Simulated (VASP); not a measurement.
Runs of VASP 6.6.1 on Mg. It takes space group Fm-3m (No. 225, cubic). The conventional cell has a = 4.489 Å, b = 4.489 Å, c = 4.489 Å, α = 90.00°, β = 90.00°, γ = 90.00°. Within 4.2 Å of Mg (site symmetry m-3m) lie 12 Mg at 3.17 Å. 

```csv
task,level,k mesh,smearing,gap on the mesh (eV),pressure (GPa)
single point,PBE,2 × 2 × 2,gaussian 0.1 eV,none,5.5
single point,PBE,10 × 10 × 10,gaussian 0.1 eV,none,(a)
electric field gradients,PBEsol,10 × 10 × 10,tetrahedron,none,-0.2
single point,BLYP,10 × 10 × 10,gaussian 0.1 eV,none,1.5
```

Alike in all rows: potentials or basis VASP PAW PBE potentials, release 64 (Mg); no spin polarisation; cell as given; cutoff (eV) 520.

Question: Estimate the missing entries.

Answer: (a) 0.7.

Caveats: some runs use coarse meshes; the PAW data sets were made with another functional, which shifts forces and pressure a little (some runs); tetrahedron occupations give inexact forces and stress in metals (some runs).

A gap of «none» marks levels without a gap at the run's occupations.
